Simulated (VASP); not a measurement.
A run of VASP 6.6.1 is set up as follows.

File INCAR:

```
SYSTEM = Re
  PREC = Accurate
  ENCUT = 520
  EDIFF = 1E-6
  ISMEAR = -1
  SIGMA = 0.03
  LREAL = .False.
  LASPH = .True.
  NELM = 60
  ALGO = Normal
  ISIF = 2
  LWAVE = .False.
  LCHARG = .True.
  GGA = PE
  LELF = .True.
  LVHAR = .True.
  NBANDS = 10
```

Contents of KPOINTS:

```
Automatic mesh
0
Gamma
  14 14 14
  0 0 0
```

The input POSCAR:

```
Re
1.0
   -0.0395000000      1.9552500000      1.9552500000
    1.9552500000     -0.0395000000      1.9552500000
    1.9552500000      1.9552500000     -0.0395000000
Re
1
Direct
    0.0000000000      0.0000000000      0.0000000000
```

Potentials or basis: VASP PAW PBE potentials, release 64 (Re).

Command:

```sh
$ cat potpaw_PBE.64/Re/POTCAR > POTCAR
$ mpirun -np 1 vasp_std > vasp.out
```

(1) Estimate the pressure.

(2) What does it give for the band gap on the k mesh?

Results:

(1) -9.4 GPa.

(2) zero (an odd number of electrons rules out a gap without spin polarisation).

Caveat: the cell differs from its parent crystal (equal xy, yz and zx shear strains of -2 %); the cell stands under tension; spin-orbit coupling is left out, which moves the levels of the heavy elements.
